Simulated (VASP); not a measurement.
Write the native input for VASP 6.6.1 that does the following.

```yaml
Task: single point
Functional: PBE
Dispersion: D4
Potentials_or_basis: VASP PAW PBE potentials, release 64 (Te, Cd)
Cutoff: 520 eV
k_mesh: 7 × 7 × 7
Occupations: fermi-dirac, width 0.05 eV
Spin: no spin polarisation
Dipole_correction: no
Further_INCAR_settings: ALGO = Normal; EDIFF = 1e-07; NBANDS = 16
```

The structure of CdTe lies in POSCAR:

```
CdTe
1.0
    0.0000000000      3.2576317438      3.2576317438
    3.2576317438      0.0000000000      3.2576317438
    3.2576317438      3.2576317438      0.0000000000
Te Cd
1 1
Direct
    0.7500000000      0.7500000000      0.7500000000
    0.0000000000      0.0000000000      0.0000000000
```

One way to write it, as run:

INCAR

```
ALGO = Normal
EDIFF = 1E-7
ENCUT = 520
GGA = PE
ISIF = 2
ISMEAR = -1
IVDW = 13
LASPH = T
LCHARG = T
LELF = T
LREAL = F
LVHAR = T
LWAVE = F
NBANDS = 16
NELM = 100
PREC = Accurate
SIGMA = 0.05
```

KPOINTS

```
k-points
0
Gamma
  7 7 7
```

Potentials or basis: VASP PAW PBE potentials, release 64 (Te, Cd).

Run with:

```bash
$ cat potpaw_PBE.64/Te/POTCAR potpaw_PBE.64/Cd/POTCAR > POTCAR
$ mpirun -np 1 vasp_std > vasp.out
```

Results of the run:

```yaml
Pressure: 0.1 GPa
Band_gap_on_the_k_mesh: 0.72 eV, direct
Dispersion_energy_per_atom: -0.349 eV
```

Caveat: spin-orbit coupling is left out, which moves the levels of the heavy elements.

Wall time 17 s on 1 thread of Intel(R) Xeon(R) Platinum 8488C (Sapphire Rapids), with other jobs on the host, peak memory 0.21 GiB.
